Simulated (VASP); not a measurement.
Set up this calculation in VASP 6.6.1, as the native input.

| Item | Value |
| --- | --- |
| Task | single point |
| Functional | PBEsol |
| Potentials or basis | VASP PAW PBE potentials, release 64 (Al, N) |
| Cutoff | 520 eV |
| k mesh | 9 × 9 × 6 |
| Occupations | gaussian, width 0.05 eV |
| Spin | no spin polarisation |
| Dipole correction | no |
| Further INCAR settings | ALGO = Normal; EDIFF = 1e-06; NBANDS = 16 |

The structure of AlN lies in POSCAR:

```
AlN
1.0
    3.2222000000      0.0000000000      0.0000000000
   -1.6111000000      2.7905070561      0.0000000000
    0.0000000000      0.0000000000      4.3056000000
Al N
2 2
Direct
    0.3333333333      0.6666666667      0.7500000000
    0.6666666667      0.3333333333      0.2500000000
    0.3333333333      0.6666666667      0.2500000000
    0.6666666667      0.3333333333      0.7500000000
```

One way to write it, as run:

INCAR

```
ALGO = Normal ; EDIFF = 1E-6
ENCUT = 520 ; GGA = PS
ISIF = 2 ; ISMEAR = 0
LASPH = T ; LCHARG = F
LREAL = F ; LWAVE = F
NBANDS = 16 ; NELM = 80
PREC = Accurate ; SIGMA = 0.05
```

KPOINTS

```
k-points
0
Gamma
  9 9 6
```

Potentials or basis: VASP PAW PBE potentials, release 64 (Al, N).

The run is started by

```bash
$ cat potpaw_PBE.64/Al/POTCAR potpaw_PBE.64/N/POTCAR > POTCAR
$ mpirun -np 1 vasp_std > vasp.out
```

Results of the run:

- Pressure: 5.1 GPa
- Band gap on the k mesh: 3.27 eV, direct

Caveat: the PAW data sets were made with another functional, which shifts forces and pressure a little.

Wall time 8 s on 1 thread of Intel(R) Xeon(R) 6975P-C (Granite Rapids) (shared host), peak memory 0.15 GiB.
